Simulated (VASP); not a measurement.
Input of a VASP 6.6.1 run:

The input INCAR:

```
ALGO     = Normal         # electronic algorithm
EDIFF    = 1E-6           # SCF threshold, eV
EDIFFG   = -0.01          # ionic threshold
ENCUT    = 600            # plane-wave cutoff, eV
GGA      = PE             # functional
IBRION   = 2              # ionic algorithm
ISIF     = 3              # what is computed and relaxed
ISMEAR   = 0              # smearing method
LASPH    = True           # aspherical terms in the spheres
LCHARG   = False          # write CHGCAR
LREAL    = False          # projectors in reciprocal space
LWAVE    = False          # write WAVECAR
NELM     = 100            # most SCF steps
NSW      = 100            # ionic steps
PREC     = Accurate       # precision mode
SIGMA    = 0.1            # smearing width, eV
```

The input KPOINTS:

```
k-points
0
Gamma
  8 8 8
```

File POSCAR:

```
HfWS4
1.0
    5.3447431843      0.0000000000      0.0000000000
    0.0000000000      5.3447431843      0.0000000000
    0.0000000000      0.0000000000      5.3447431843
Hf W S
1 1 4
Direct
    0.0000000000      0.0000000000      0.0000000000
    0.5000000000      0.5000000000      0.5000000000
    0.7413814075      0.7413814075      0.7413814075
    0.2586185925      0.2586185925      0.7413814075
    0.2586185925      0.7413814075      0.2586185925
    0.7413814075      0.2586185925      0.2586185925
```

Potentials or basis: VASP PAW PBE potentials, release 64 (Hf_pv, W_sv, S).

Launch:

```bash
$ cat potpaw_PBE.64/Hf_pv/POTCAR potpaw_PBE.64/W_sv/POTCAR potpaw_PBE.64/S/POTCAR > POTCAR
$ mpirun -np 1 vasp_std > vasp.out
```

Q: Predict the relaxed cell.

A: a = 5.342 Å, b = 5.342 Å, c = 5.342 Å, α = 90.00°, β = 90.00°, γ = 90.00°.

Q: Predict the space group after relaxing (to 0.1 Å).

A: P-43m (No. 215).

The path:
```
step  energy change (eV)  largest force (eV/Å)  pressure (GPa)  volume (Å³)
   1              0.0000                0.0794           -0.10       152.68
   2             -0.0005                0.0262            0.04       152.32
   3             -0.0006                0.0007           -0.01       152.41
```

Caveat: the highest band is partly filled, so the run has too few bands.
